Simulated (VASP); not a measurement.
## Al3N: single point with PBEsol

The system is Al3N, a slab with vacuum.

```
Al N
1.0
     2.83943    0.00000    0.00000
     0.00000    2.83943    0.00000
     0.00000    0.00000   19.64135
Al N
3 1
Direct
  0.50000 0.50000 0.20365
  0.00000 0.00000 0.30901
  0.50000 0.50000 0.41450
  0.50000 0.00000 0.46568
```

| Quantity | Value |
| --- | --- |
| Program | VASP 6.6.1 |
| Task | single point |
| Functional | PBEsol |
| Potentials or basis | VASP PAW PBE potentials, release 64 (Al, N) |
| Cutoff | 520 eV |
| k mesh | 9 × 9 × 1 |
| Occupations | gaussian, width 0.1 eV |
| Spin | no spin polarisation |

- Largest force: 0.150 eV/Å
- Band gap on the k mesh: zero (bands 7 and 8 overlap by 1.35 eV)

Forces on the atoms (eV/Å):
```
Al   0.000  0.000 -0.098
Al   0.000  0.000 -0.107
Al   0.000  0.000  0.150
N    0.000  0.000  0.055
```

Levels at points of the mesh, in eV from the Fermi level:
```
           k point  band 5  band 6  band 7  band 8  band 9  band 10
(0.00, 0.00, 0.00)   -1.04   -0.88    0.54    2.06    4.15     5.45
```

It took 81 s on 1 thread of Intel(R) Xeon(R) Platinum 8488C (Sapphire Rapids), with other jobs on the host, peak memory 0.29 GiB.

Caveat: the PAW data sets were made with another functional, which shifts forces and pressure a little.
